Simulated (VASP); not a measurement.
# S (P1) in VASP: further runs, part 2 of 2

VASP 6.6.1. The steps go on from the part before.

**3. Single point, PBE+D3(BJ)**

File INCAR:

```
PREC     = Accurate       # precision mode
ENCUT    = 520            # plane-wave cutoff, eV
EDIFF    = 1E-6           # SCF threshold, eV
ISMEAR   = -1             # smearing method
SIGMA    = 0.1551         # smearing width, eV
LREAL    = Auto         
LASPH    = True           # aspherical terms in the spheres
NELM     = 80             # most SCF steps
ALGO     = Normal         # electronic algorithm
ISIF     = 2              # what is computed and relaxed
LWAVE    = False          # write WAVECAR
LCHARG   = False          # write CHGCAR
GGA      = PE             # functional
IVDW     = 12             # dispersion correction
NBANDS   = 69             # bands
```

File KPOINTS:

```
Automatic mesh
0
Gamma
  2 2 2
  0.5 0.5 0.5
```

File POSCAR:

```
S
1.0
    0.0000000000     -6.3663620000     -2.8849080000
    5.5134310000      3.1831810000     -2.8849080000
    5.5134310000     -3.1831810000      7.2122700000
S
18
Direct
    0.3567334250      0.6794851680      0.4792684285
    0.7455359461      0.0241375100      0.1940440542
    0.0413768089      0.4327077647      0.8296441175
    0.3283939029      0.2128238311      0.4037280039
    0.7188743970      0.5923213510      0.0752531593
    0.0987101937      0.9779210921      0.6950462489
    0.7250286707      0.5229176878      0.5626995985
    0.1112651842      0.8591531795      0.1843397018
    0.3359619601      0.1134166099      0.9425298597
    0.5850108676      0.2019089836      0.5106661806
    0.9069940973      0.5924960954      0.2280107723
    0.1249680238      0.8803605762      0.8908294505
    0.5677076234      0.6541132518      0.6720772818
    0.9390205436     -0.0336219760      0.3444141125
    0.1507463598      0.2994666205      1.0183340375
    0.1979312249      0.4244624836      0.4744929944
    0.5535443254      0.7518336463      0.1843454770
    0.8612060239      0.1422137851      0.7234391994
```

Potentials or basis: VASP PAW PBE potentials, release 64 (S).

The run is started by

```bash
cat potpaw_PBE.64/S/POTCAR > POTCAR
mpirun -np 1 vasp_std > vasp.out
```

OUTCAR:

```text
PREC = Accurate
   ENCUT = 520
   EDIFF = 1E-6
   ISMEAR = -1
   LREAL = Auto
   LASPH = True
   NELM = 80
   ISIF = 2
   GGA = PE
   IVDW = 12
 IVDW          = 12

 ion  position               nearest neighbor table
   1  0.357  0.679  0.479-  16 1.86  13 2.39
   2  0.746  0.024  0.194-  17 2.04  14 2.08
   3  0.041  0.433  0.830-  15 2.26  18 2.33
   4  0.328  0.213  0.404-  16 2.03  10 2.08
   5  0.719  0.592  0.075-  11 1.96  17 2.08
   6  0.099  0.978  0.695-  12 2.03  18 2.25
   7  0.725  0.523  0.563-  13 1.91  10 2.27
   8  0.111  0.859  0.184-  11 2.10  14 2.20
   9  0.336  0.113  0.943-  12 1.97  15 2.17
  10  0.585  0.202  0.511-   4 2.08   7 2.27
  11  0.907  0.592  0.228-   5 1.96   8 2.10  14 2.79
  12  0.125  0.880  0.891-   9 1.97   6 2.03
  13  0.568  0.654  0.672-   7 1.91   1 2.39
  14  0.939  0.966  0.344-   2 2.08   8 2.20  11 2.79
  15  0.151  0.299  0.018-   9 2.17   3 2.26
  16  0.198  0.424  0.474-   1 1.86   4 2.03
  17  0.554  0.752  0.184-   2 2.04   5 2.08
[... 203 lines left out ...]
 fundamental gap:      1.1256078790
 Fermi energy:         3.1374389825

 k-point     1 :       0.2500    0.2500    0.2500
  band No.  band energies     occupation
      1     -14.6725      2.00000
      2     -14.5472      2.00000
      3     -14.3070      2.00000
      4     -13.2746      2.00000
      5     -12.7888      2.00000
      6     -12.4818      2.00000
[... 265 lines left out ...]
     65       5.6670      0.00000
     66       5.8163      0.00000
 [bands above 66 left out]

------------------------ aborting loop because EDIFF is reached ----------------------------------------

 Edisp (eV)   -4.15448

 E8    (eV) :    -1.4830

  FORCE on cell =-STRESS in cart. coord.  units (eV):
  Direction    XX          YY          ZZ          XY          YZ          ZX
  --------------------------------------------------------------------------------------
  -------------------------------------------------------------------------------------
  Total       6.79972     1.84194     0.27990    -3.40819     3.11581    -2.33158
  in kB      23.90802     6.47631     0.98413   -11.98331    10.95528    -8.19790
  external pressure =       10.46 kB  Pullay stress =        0.00 kB

 VOLUME and BASIS-vectors are now :
 -----------------------------------------------------------------------------
  energy-cutoff  :      520.00
  volume of cell :      455.68
      direct lattice vectors                 reciprocal lattice vectors
     0.000000000 -6.366362000 -2.884908000     0.030229211 -0.122169895 -0.077029223
     5.513431000  3.183181000 -2.884908000     0.120916842  0.034905684 -0.077029223
     5.513431000 -3.183181000  7.212270000     0.060458421 -0.034905684  0.077029223

 POSITION                                       TOTAL-FORCE (eV/Angst)
 -----------------------------------------------------------------------------------
      6.38871     -1.63377      0.46722         2.637705     -0.726869     -1.351806
      1.20293     -5.28720     -0.82094         0.340461      0.309517      0.879533
      6.95989     -1.52694      4.61593        -1.588121     -1.019192      1.558544
      3.39932     -2.69836      1.35043        -1.332161     -1.058399     -1.116338
      3.68063     -2.93069     -3.23993        -0.857105      1.141139      0.316946
      9.22379      0.27202      1.90688        -0.169208      2.122914      0.002638
[... 10 lines left out ...]
      5.16156     -1.71765     -2.43635        -0.427627      1.117891     -0.568682
      4.77272     -7.33290      2.32287         0.768411     -1.769768     -0.554236
 -----------------------------------------------------------------------------------
    total drift:                               -0.007077     -0.000276     -0.009303

  FREE ENERGIE OF THE ION-ELECTRON SYSTEM (eV)
  ---------------------------------------------------
  free  energy   TOTEN  =       -73.0871646931 eV

  energy  without entropy=      -72.9890166610  energy(sigma->0) =      -73.03809068
```

Wall time 1.9 min (1 thread of Intel Xeon 6975P-C (Granite Rapids), shared host); peak memory 0.45 GiB.

Results:

```
Free energy                : -73.0872 eV
Pressure                   : 1.0 GPa
Largest force              : 3.090 eV/Å
Band gap on the k mesh     : 1.13 eV (least direct gap 1.16 eV)
Dispersion energy per atom : -0.231 eV
```

Forces on the atoms (eV/Å):
```
S    2.638 -0.727 -1.352
S    0.340  0.310  0.880
S   -1.588 -1.019  1.559
S   -1.332 -1.058 -1.116
S   -0.857  1.141  0.317
S   -0.169  2.123  0.003
S   -1.110 -1.219 -0.667
S    1.270 -0.809  2.070
S    2.466 -0.105  0.008
S    1.106  0.134  0.346
S   -1.419 -1.894 -0.516
S   -1.191  0.276 -0.069
S    0.339  1.204  0.412
S    0.621  0.495 -1.812
S   -0.358  0.449 -1.492
S   -1.097  1.351  2.553
S   -0.428  1.118 -0.569
S    0.768 -1.770 -0.554
```

Stress tensor (GPa, compression positive):
```
 2.39 -1.20 -0.82
-1.20  0.65  1.10
-0.82  1.10  0.10
```

Caveat: the atoms stand as in a frame of molecular dynamics; a shifted mesh leaves out Γ, where band edges can lie; forces of over 1 eV/Å act on the atoms, so gaps and moduli don't describe the material at rest.

**4. Single point, PBE+D3(BJ)**

File INCAR:

```
SYSTEM = S
  PREC = Accurate
  ENCUT = 520
  EDIFF = 1E-6
  ISMEAR = -1
  SIGMA = 0.1551
  LREAL = Auto
  LASPH = .TRUE.
  NELM = 100
  ALGO = Normal
  ISIF = 2
  LWAVE = .FALSE.
  LCHARG = .FALSE.
  GGA = PE
  IVDW = 12
  NBANDS = 69
```

KPOINTS is that of step 3.

File POSCAR:

```
S
1.0
    0.0000000000     -6.3930100000     -2.8969840000
    5.5365090000      3.1965050000     -2.8969840000
    5.5365090000     -3.1965050000      7.2424590000
S
18
Direct
    0.3815697063      0.7169780945      0.4776992734
    0.7521129732      0.0564540034      0.1888095734
    0.0867850733      0.3759276109      0.8163561910
    0.3834429282      0.2116026977      0.3652879025
    0.7086229318      0.6018455373      0.0388777054
    0.0937041977      0.9615494656      0.6617270431
    0.7790739685      0.5359188008      0.5468051684
    0.0897847234      0.8502721842      0.2319050506
    0.3563870674      0.1502965547      0.9582095454
    0.5681509630      0.2063483005      0.5183769731
    0.9626445928      0.5803229799      0.1663675791
    0.1625362829      0.8940045334      0.8673882504
    0.5782588278      0.6771837683      0.6229784820
    0.8985387008     -0.0029595382      0.3658073183
    0.1649540758      0.2911852891      1.0030114692
    0.1949864836      0.4682479207      0.4945392797
    0.5264375299      0.7795108558      0.1136003087
    0.8988615230      0.1010203548      0.7469878396
```

The run is started by

```bash
cat potpaw_PBE.64/S/POTCAR > POTCAR
mpirun -np 1 vasp_std > vasp.out
```

Run time: 1.8 min. Hardware: 1 thread of Intel Xeon 6975P-C (Granite Rapids), shared host; peak memory 0.46 GiB.

It converged, with:

```
Free energy                : -73.7176 eV
Pressure                   : -0.6 GPa
Largest force              : 3.238 eV/Å
Band gap on the k mesh     : 0.65 eV (least direct gap 0.65 eV)
Dispersion energy per atom : -0.228 eV
```

Forces on the atoms (eV/Å):
```
S    0.253  0.472 -1.170
S   -0.431  0.036  0.971
S   -0.654  1.015  0.054
S    1.145  0.084  0.106
S    0.127  0.680 -0.508
S    0.715 -0.758  0.871
S   -0.528  1.045  0.639
S    0.402 -0.304 -0.153
S   -2.451 -2.034 -0.582
S    0.448 -0.042 -0.540
S    0.591  0.868  0.996
S   -0.582 -1.389 -0.432
S    0.826 -2.038  0.302
S   -1.425  0.979 -0.857
S    2.286  1.558  0.917
S   -2.106  0.385  0.569
S    0.572 -1.860 -0.260
S    0.812  1.304 -0.922
```

Stress tensor (GPa, compression positive):
```
-2.45  0.75 -0.16
 0.75  0.84 -0.43
-0.16 -0.43 -0.28
```

Levels at points of the mesh, in eV from the valence-band top:
```tsv
k point	band 50	band 51	band 52	band 53	band 54	band 55	band 56	band 57	band 58	band 59
(0.25, 0.25, 0.25)	-0.72	-0.55	-0.47	-0.32	-0.01	0.72	1.17	1.41	1.58	1.80
```

Caveat: the atoms stand as in a frame of molecular dynamics; semilocal functionals underestimate gaps, and a narrow one can read as zero; a shifted mesh leaves out Γ, where band edges can lie; forces of over 1 eV/Å act on the atoms, so gaps and moduli don't describe the material at rest. A k mesh can miss the band edges.

**5. Summary**

| cell | gap on the mesh (eV) | pressure (GPa) | largest force (eV/Å) |
| --- | --- | --- | --- |
| a = 6.987, b = 6.987, c = 9.617 Å, angles 90.5, 90.5, 104.1°, 18 atoms, atomic positions A | 0.74 | -2.2 | 2.54 |
| a = 6.990, b = 6.990, c = 9.620 Å, angles 90.5, 90.5, 104.1°, 18 atoms, atomic positions B | 1.13 | 1.0 | 3.09 |
| a = 7.019, b = 7.019, c = 9.660 Å, angles 90.5, 90.5, 104.1°, 18 atoms, atomic positions C | 0.65 | -0.6 | 3.24 |

Alike in all rows: task single point; level PBE+D3(BJ); potentials or basis VASP PAW PBE potentials, release 64 (S); no spin polarisation; k mesh 2 × 2 × 2, shifted; cutoff (eV) 520; smearing fermi-dirac 0.1551 eV.

Caveats: the atoms stand as in a frame of molecular dynamics; a shifted mesh leaves out Γ, where band edges can lie; forces of over 1 eV/Å act on the atoms, so gaps and moduli don't describe the material at rest; semilocal functionals underestimate gaps, and a narrow one can read as zero (at least some runs).

Total energies depend on the potentials used, so only differences within one code and one set of settings carry meaning.
